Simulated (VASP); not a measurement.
# BP (an interface model) in VASP: a series of runs

Runs on BP (an interface model). Level: PBE. Tasks: single point.

Everything below comes from runs of VASP 6.6.1. Logs are shortened: lines on timing, memory, paths and dates and some standing lists are left out, and cuts for length are marked.

**1. The cell of the first run**

The cell holds layers of an interface, 12 atoms: a = 3.216 Å, b = 3.216 Å, c = 15.766 Å, α = 90.00°, β = 90.00°, γ = 120.00°.

**2. Single point, PBE**

INCAR reads:

```
  PREC = Accurate
  ENCUT = 520
  EDIFF = 1E-7
  ISMEAR = 0
  SIGMA = 0.05
  LREAL = F
  LASPH = T
  NELM = 100
  ALGO = Normal
  ISIF = 2
  LWAVE = F
  LCHARG = F
  GGA = PE
  NBANDS = 36
```

KPOINTS reads:

```
Automatic mesh
0
Gamma
  12 12 2
```

POSCAR reads:

```
BP
1.0
    3.2161364976      0.0000000000      0.0000000000
   -1.6080682488      2.7852559090      0.0000000000
    0.0000000000      0.0000000000     15.7661870710
B P
6 6
Direct
    0.0000000000      0.0000000000     -0.0068609674
    0.3333333333      0.6666666667      0.1609955068
    0.6666666667      0.3333333333      0.3277837960
    0.6666666667      0.3333333333      0.7140044932
    0.3333333333      0.6666666667      0.5472162040
    0.0000000000      0.0000000000      0.8818609674
    0.6666666667      0.3333333333      0.2015394327
    0.3333333333      0.6666666667      0.0354802177
    0.0000000000      0.0000000000      0.3667209790
    1.0000000000      1.0000000000      0.5082790210
    0.3333333333      0.6666666667      0.6734605673
    0.6666666667      0.3333333333      0.8395197823
```

Potentials or basis: VASP PAW PBE potentials, release 64 (B, P).

Command:

```console
$ cat potpaw_PBE.64/B/POTCAR potpaw_PBE.64/P/POTCAR > POTCAR
$ mpirun -np 1 vasp_std > vasp.out
```

OUTCAR:

```text
PREC = Accurate
   ENCUT = 520
   EDIFF = 1E-7
   ISMEAR = 0
   LREAL = F
   LASPH = T
   NELM = 100
   ISIF = 2
   GGA = PE

 ion  position               nearest neighbor table
   1  0.000  0.000  0.993-   6 1.75   8 1.97   8 1.97   8 1.97
   2  0.333  0.667  0.161-   7 1.96   7 1.96   7 1.96   8 1.98
   3  0.667  0.333  0.328-   9 1.96   9 1.96   9 1.96   7 1.99
   4  0.667  0.333  0.714-  11 1.96  11 1.96  11 1.96  12 1.98
   5  0.333  0.667  0.547-  10 1.96  10 1.96  10 1.96  11 1.99
   6  0.000  0.000  0.882-   1 1.75  12 1.97  12 1.97  12 1.97
   7  0.667  0.333  0.202-   2 1.96   2 1.96   2 1.96   3 1.99
   8  0.333  0.667  0.035-   1 1.97   1 1.97   1 1.97   2 1.98
   9  0.000  0.000  0.367-   3 1.96   3 1.96   3 1.96  10 2.23
  10  0.000  0.000  0.508-   5 1.96   5 1.96   5 1.96   9 2.23
  11  0.333  0.667  0.673-   4 1.96   4 1.96   4 1.96   5 1.99
  12  0.667  0.333  0.840-   6 1.97   6 1.97   6 1.97   4 1.98

  LATTYP: Found a hexagonal cell.
 ALAT       =     3.2161364976
 C/A-ratio  =     4.9022132869

  Lattice vectors:

 A1 = (   3.2161364976,   0.0000000000,   0.0000000000)
 A2 = (  -1.6080682488,   2.7852559090,   0.0000000000)
 A3 = (   0.0000000000,   0.0000000000,  15.7661870710)

Analysis of symmetry for initial positions (statically):
=====================================================================
 Subroutine PRICEL returns:
 Original cell was already a primitive cell.

 Routine SETGRP: Setting up the symmetry group for a
 hexagonal supercell.

 Subroutine GETGRP returns: Found 12 space group operations
 (whereof  6 operations were pure point group operations)
 out of a pool of 24 trial point group operations.

The static configuration has the point symmetry C_3v.
 The point group associated with its full space group is D_3d.

Analysis of symmetry for dynamics (positions and initial velocities):
=====================================================================
 Subroutine PRICEL returns:
 Original cell was already a primitive cell.

 Routine SETGRP: Setting up the symmetry group for a
 hexagonal supercell.

 Subroutine GETGRP returns: Found 12 space group operations
 (whereof  6 operations were pure point group operations)
 out of a pool of 24 trial point group operations.

The dynamic configuration has the point symmetry C_3v.
 The point group associated with its full space group is D_3d.

 Subroutine INISYM returns: Found 12 space group operations
 (whereof  6 operations are pure point group operations),
 and found     1 'primitive' translations

----------------------------------------------------------------------------------------

                                     Primitive cell

  volume of cell :     141.2298

  direct lattice vectors                    reciprocal lattice vectors
     3.216136498  0.000000000  0.000000000     0.310932077  0.179516718  0.000000000
    -1.608068249  2.785255909  0.000000000     0.000000000  0.359033436  0.000000000
     0.000000000  0.000000000 15.766187071     0.000000000  0.000000000  0.063426876

  length of vectors
     3.216136498  3.216136498 15.766187071     0.359033436  0.359033436  0.063426876

  position of ions in fractional coordinates (direct lattice)
     0.000000000  0.000000000  0.993139033
     0.333333333  0.666666667  0.160995507
     0.666666667  0.333333333  0.327783796
     0.666666667  0.333333333  0.714004493
     0.333333333  0.666666667  0.547216204
     0.000000000  0.000000000  0.881860967
     0.666666667  0.333333333  0.201539433
     0.333333333  0.666666667  0.035480218
     0.000000000  0.000000000  0.366720979
     0.000000000  0.000000000  0.508279021
     0.333333333  0.666666667  0.673460567
     0.666666667  0.333333333  0.839519782

  ion indices of the primitive-cell ions
   primitive index   ion index
                 1           1
                 2           2
                 3           3
                 4           4
                 5           5
                 6           6
                 7           7
                 8           8
                 9           9
                10          10
                11          11
                12          12

----------------------------------------------------------------------------------------

 KPOINTS: Automatic mesh

Automatic generation of k-mesh.
 Grid dimensions read from file:
 generate k-points for:   12   12    2

 Generating k-lattice:

  Cartesian coordinates                     Fractional coordinates (reciprocal lattice)
     0.025911006  0.014959727  0.000000000     0.083333333  0.000000000  0.000000000
     0.000000000  0.029919453  0.000000000     0.000000000  0.083333333  0.000000000
     0.000000000  0.000000000  0.031713438     0.000000000  0.000000000  0.500000000

  Length of vectors
     0.029919453  0.029919453  0.031713438

  Shift w.r.t. Gamma in fractional coordinates (k-lattice)
     0.000000000  0.000000000  0.000000000

 Subroutine IBZKPT returns following result:
 ===========================================

 Found     38 irreducible k-points:

 Following reciprocal coordinates:
            Coordinates               Weight
  0.000000  0.000000  0.000000      1.000000
  0.083333 -0.000000  0.000000      6.000000
  0.166667 -0.000000  0.000000      6.000000
  0.250000  0.000000  0.000000      6.000000
  0.333333  0.000000  0.000000      6.000000
  0.416667 -0.000000  0.000000      6.000000
[... 16 lines left out ...]
  0.250000  0.000000  0.500000      6.000000
  0.333333  0.000000  0.500000      6.000000
 [... further k-points ...]
   k-points           NKPTS =     38   k-points in BZ     NKDIM =     38   number of bands    NBANDS=     36
   number of dos      NEDOS =    301   number of ions     NIONS =     12
   total plane-waves  NPLWV =  69120
   dimension x,y,z NGX =    24 NGY =   24 NGZ =  120
   dimension x,y,z NGXF=    48 NGYF=   48 NGZF=  240
   ions per type =               6   6
   NGX,Y,Z   is equivalent  to a cutoff of  12.41, 12.41, 12.65 a.u.
   NGXF,Y,Z  is equivalent  to a cutoff of  24.81, 24.81, 25.31 a.u.
 SYSTEM =  unknown system
   PREC   = accura    normal or accurate (medium, high low for compatibility)
   ISTART =      0    job   : 0-new  1-cont  2-samecut
   ICHARG =      2    charge: 1-file 2-atom 10-const
   ISPIN  =      1    spin polarized calculation?
   LNONCOLLINEAR =      F non collinear calculations
   LSORBIT =      F    spin-orbit coupling
   LASPH  =      T    aspherical Exc in radial PAW
   ENCUT  =  520.0 eV  38.22 Ry    6.18 a.u.   5.98  5.98 29.31*2*pi/ulx,y,z
   NELM   =    100;   NELMIN=  2; NELMDL= -5     # of ELM steps
   EDIFF  = 0.1E-06   stopping-criterion for ELM
   LREAL  =      F    real-space projection
   EDIFFG = 0.1E-05   stopping-criterion for IOM
   NSW    =      0    number of steps for IOM
   IBRION =     -1    ionic relax: 0-MD 1-quasi-New 2-CG
   NFREE  =      0    steps in history (QN), initial steepest desc. (CG)
   ISIF   =      2    stress and relaxation
   ISYM   =      2    0-nonsym 1-usesym 2-fastsym
   POTIM  = 0.5000    time-step for ionic-motion
   TEBEG  =    0.0;   TEEND  =   0.0 temperature during run
   PSTRESS=    0.0 pullay stress
   NELECT =      48.0000    total number of electrons
   NUPDOWN=      -1.0000    fix difference up-down
   EMIN   =  10.00;   EMAX   =-10.00  energy-range for DOS
   EFERMI =   0.00;   METHOD = LEGACY
   ISMEAR =     0;   SIGMA  =   0.05  broadening in eV -4-tet -1-fermi 0-gaus
   EFERMI_NEDOS =   21; number of points for ismear=-14 and -15
   IALGO  =     38    algorithm
   IMIX   =      4    mixing-type and parameters
     AMIX     =   0.40;   BMIX     =  1.00
     AMIX_MAG =   1.60;   BMIX_MAG =  1.00
  volume/ion in A,a.u.               =      11.77        79.42
  Fermi-wavevector in a.u.,A,eV,Ry     =   1.142474  2.158964 17.758975  1.305248
  Thomas-Fermi vector in A             =   2.279172
   LORBIT       =      0    0 simple, 1 ext, 2 COOP (PROOUT), +10 PAW based schemes
   GGA     = PE    functional components
   LHFCALC =     F    Hartree Fock is set to
   AEXX    =    0.0000 exact exchange contribution
   IVDW    =     0    specifies the selected vdW correction
   LEPSILON=     F    determine dielectric tensor
   LRPA    =     F    only Hartree local field effects (RPA)
 non-spin polarized calculation
 Gauss-broadening in eV      SIGMA  =   0.05
  energy-cutoff  :      520.00
  volume of cell :      141.23
 maximum number of plane-waves:      3846
 NGX is ok and might be reduce to    24
   NGX = 11   NGY = 11   NGZ = 59

 number of electron      48.0000000 magnetization

 Free energy of the ion-electron system (eV)
  ---------------------------------------------------
  ext. energy  EPLUGINS =         0.00000000
  ---------------------------------------------------
  free energy    TOTEN  =       -76.54371683 eV

  energy without entropy =      -76.54171238  energy(sigma->0) =      -76.54271461

 E-fermi :   8.0080     XC(G=0): -10.8871

 val. band max:        7.9752446756   @ k =   0.4167  -0.0000   0.0000
 cond. band min:       8.0101919255   @ k =   0.5000   0.0000   0.0000
 fundamental gap:      0.0349472499
 Fermi energy:         8.0080383068

 k-point     1 :       0.0000    0.0000    0.0000
  band No.  band energies     occupation
      1      -8.9552      2.00000
      2      -7.8409      2.00000
      3      -7.1667      2.00000
      4      -6.2513      2.00000
      5      -5.8228      2.00000
      6      -4.5668      2.00000
[... 28 lines left out ...]
     35      11.7334      0.00000
     36      11.7334      0.00000

 k-point     2 :       0.0833   -0.0000    0.0000
  band No.  band energies     occupation
      1      -8.8475      2.00000
      2      -7.7311      2.00000
      3      -7.0582      2.00000
      4      -6.1444      2.00000
      5      -5.7164      2.00000
      6      -4.4652      2.00000
[... 28 lines left out ...]
     35      12.0412      0.00000
     36      12.2262      0.00000

 k-point     3 :       0.1667   -0.0000    0.0000
  band No.  band energies     occupation
      1      -8.5280      2.00000
      2      -7.4040      2.00000
      3      -6.7362      2.00000
      4      -5.8271      2.00000
      5      -5.4015      2.00000
      6      -4.1674      2.00000
[... 28 lines left out ...]
     35      12.7579      0.00000
     36      12.8462      0.00000

 k-point     4 :       0.2500    0.0000    0.0000
  band No.  band energies     occupation
      1      -8.0099      2.00000
      2      -6.8684      2.00000
      3      -6.2130      2.00000
      4      -5.3124      2.00000
      5      -4.8944      2.00000
      6      -3.7027      2.00000
[... 28 lines left out ...]
     35      12.9808      0.00000
     36      13.3207      0.00000

 k-point     5 :       0.3333    0.0000    0.0000
  band No.  band energies     occupation
      1      -7.3284      2.00000
      2      -6.1465      2.00000
      3      -5.5246      2.00000
      4      -4.6419      2.00000
      5      -4.2424      2.00000
      6      -3.1749      2.00000
[... 655 lines left out ...]
 k-point    22 :       0.1667   -0.0000    0.5000
  band No.  band energies     occupation
      1      -8.5273      2.00000
      2      -7.4264      2.00000
      3      -6.5912      2.00000
      4      -6.1695      2.00000
      5      -4.9586      2.00000
      6      -4.4550      2.00000
[... 28 lines left out ...]
     35      12.8266      0.00000
     36      12.9231      0.00000

 k-point    23 :       0.2500    0.0000    0.5000
  band No.  band energies     occupation
      1      -8.0093      2.00000
      2      -6.8898      2.00000
      3      -6.0773      2.00000
      4      -5.6399      2.00000
      5      -4.4622      2.00000
      6      -3.9826      2.00000
[... 28 lines left out ...]
     35      13.4255      0.00000
     36      13.5952      0.00000

 k-point    24 :       0.3333    0.0000    0.5000
  band No.  band energies     occupation
      1      -7.3280      2.00000
      2      -6.1657      2.00000
      3      -5.4112      2.00000
      4      -4.9303      2.00000
      5      -3.8459      2.00000
      6      -3.4257      2.00000
[... 28 lines left out ...]
     35      12.9815      0.00000
     36      13.1925      0.00000

 [... further k-points ...]
[... 5 lines left out ...]
  --------------------------------------------------------------------------------------
  -------------------------------------------------------------------------------------
  Total        0.1438244      0.1438244     -0.3011881      0.0000000      0.0000000      0.0000000
  in kB        1.6316123      1.6316123     -3.4168204      0.0000000      0.0000000      0.0000000
  external PRESSURE =      -0.0511986 kB  Pullay stress =       0.0000000 kB

 VOLUME and BASIS-vectors are now :
 -----------------------------------------------------------------------------
  energy-cutoff  :      520.00
  volume of cell :      141.23
      direct lattice vectors                 reciprocal lattice vectors
     3.216136498  0.000000000  0.000000000     0.310932077  0.179516718  0.000000000
    -1.608068249  2.785255909  0.000000000     0.000000000  0.359033436  0.000000000
     0.000000000  0.000000000 15.766187071     0.000000000  0.000000000  0.063426876

 POSITION                                       TOTAL-FORCE (eV/Angst)
 -----------------------------------------------------------------------------------
      0.00000      0.00000     15.65802        -0.000000      0.000000      0.008954
     -0.00000      1.85684      2.53829         0.000000      0.000000     -0.003178
      1.60807      0.92842      5.16790         0.000000     -0.000000     -0.005720
      1.60807      0.92842     11.25713        -0.000000      0.000000      0.003178
     -0.00000      1.85684      8.62751        -0.000000      0.000000      0.005720
      0.00000      0.00000     13.90358         0.000000     -0.000000     -0.008954
      1.60807      0.92842      3.17751        -0.000000      0.000000      0.004786
     -0.00000      1.85684      0.55939         0.000000      0.000000      0.009808
      0.00000      0.00000      5.78179        -0.000000      0.000000      0.019154
      0.00000      0.00000      8.01362        -0.000000     -0.000000     -0.019154
     -0.00000      1.85684     10.61791         0.000000      0.000000     -0.004786
      1.60807      0.92842     13.23603         0.000000      0.000000     -0.009808
 -----------------------------------------------------------------------------------
    total drift:                                0.000000      0.000000     -0.000000

  FREE ENERGIE OF THE ION-ELECTRON SYSTEM (eV)
  ---------------------------------------------------
  free  energy   TOTEN  =       -76.5437168328 eV

  energy  without entropy=      -76.5417123812  energy(sigma->0) =      -76.54271461
```

Wall time 4.1 min (1 thread of Intel Xeon 6975P-C, shared host); peak memory 0.33 GiB.

Results:

```yaml
Free_energy: -76.5437 eV
Pressure: 0.0 GPa
Largest_force: 0.019 eV/Å
Band_gap_on_the_k_mesh: zero (band 24 reaches 8.20 eV, above the bottom of band 25 at 7.92 eV)
```

Forces in eV/Å, atoms in the order of the input:
```
B    0.000  0.000  0.009
B    0.000  0.000 -0.003
B    0.000  0.000 -0.006
B    0.000  0.000  0.003
B    0.000  0.000  0.006
B    0.000  0.000 -0.009
P    0.000  0.000  0.005
P    0.000  0.000  0.010
P    0.000  0.000  0.019
P    0.000  0.000 -0.019
P    0.000  0.000 -0.005
P    0.000  0.000 -0.010
```

Stress tensor (GPa, compression positive):
```
 0.16  0.00  0.00
 0.00  0.16  0.00
 0.00  0.00 -0.34
```

Levels at points of the mesh, in eV from the Fermi level:
```tsv
k point	band 21	band 22	band 23	band 24	band 25	band 26	band 27	band 28
(0.00, 0.00, 0.00)	-0.82	-0.21	0.19	0.19	1.86	1.91	2.01	2.01
(0.50, 0.00, 0.00)	-3.58	-2.87	-1.63	-1.62	0.00	0.05	1.05	1.65
(0.00, 0.00, 0.50)	-0.78	-0.78	0.16	0.16	1.88	2.06	2.06	2.06
(0.50, 0.00, 0.50)	-3.34	-2.80	-1.83	-1.65	0.05	0.16	1.16	1.83
```

(Continued in part 2 of 2.)
